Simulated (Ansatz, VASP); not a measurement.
## One calculation of Ta4O, two programs

```
Ta O
1.0
     3.38968    0.00000    0.00000
     0.00000    3.38968    0.00000
     0.00000    0.00000    6.58809
Ta O
4 1
Direct
  0.00000 0.00000 0.50000
  0.50000 0.50000 0.78278
  0.50000 0.50000 0.21722
  0.00000 0.00000 0.00000
  0.50000 0.50000 0.50000
```

Alike in both runs: task single point; functional PBEsol; k mesh 16 × 16 × 8; occupations gaussian, width 0.15 eV; no spin polarisation.

|  | VASP | Ansatz |
| --- | --- | --- |
| version | VASP 6.6.1 | Ansatz 0.2.0 |
| potentials or method | VASP PAW PBE potentials, release 64 (Ta_pv, O), cutoff 520 eV | scalar-relativistic, plane waves, PAW |
| valence electrons in the cell | 50 | 58 |

|  | VASP | Ansatz | Ansatz less VASP |
| --- | --- | --- | --- |
| gap on the k mesh at the Fermi level (eV) | none | none | - |
| pressure (GPa) | 13.9 | 13.3 | -0.54 |
| traceless stress, the component that is largest in VASP (GPa) | 33.72 | 33.12 | -0.595 |
| rms of the force components (eV/Å) | 1.114 | 1.068 | -0.0457 |

VASP's potentials were made for PBE, not for PBEsol. Atom by atom the forces differ by 0.046 eV/Å (rms over components). A gap of «none» marks a metal or a gap that the smearing closes. VASP's potentials hold 50 valence electrons a cell and Ansatz's 58, so a difference there can come from the potentials and not from the codes.

Spin-orbit coupling is off throughout.
